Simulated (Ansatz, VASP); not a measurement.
Two plane-wave programs on Co

```
Co
1.0
     2.53476    0.00000    0.00000
    -1.26738    2.19517    0.00000
     0.00000    0.00000    8.29841
Co
4
Direct
  0.00000 0.00000 0.00000
  0.33333 0.66667 0.25000
  0.00000 0.00000 0.50000
  0.66667 0.33333 0.75000
```

Alike in both runs: task single point; functional PBE; k mesh 11 × 11 × 3; occupations fermi-dirac, width 0.15 eV; collinear spin.

|  | VASP | Ansatz |
| --- | --- | --- |
| version | VASP 6.6.1 | Ansatz 0.2.0 |
| potentials or method | VASP PAW PBE potentials, release 64 (Co), cutoff 520 eV | plane waves, PAW |
| valence electrons in the cell | 36 | 68 |

```csv
,VASP,Ansatz,Ansatz less VASP
pressure (GPa),-10.9,-10.5,+0.42
"traceless stress, the component that is largest in VASP (GPa)",-0.76,-0.76,0.000
net moment per atom (μB),1.64,1.65,+0.014
size of the moment on the site where the two differ most (μB),1.68,1.74,+0.062
```

Site moments also hang on the region over which each program counts them. The functional is the same, so the differences come from potentials, cutoffs and numerics. VASP's potentials hold 36 valence electrons a cell and Ansatz's 68, so a difference there can come from the potentials and not from the codes.
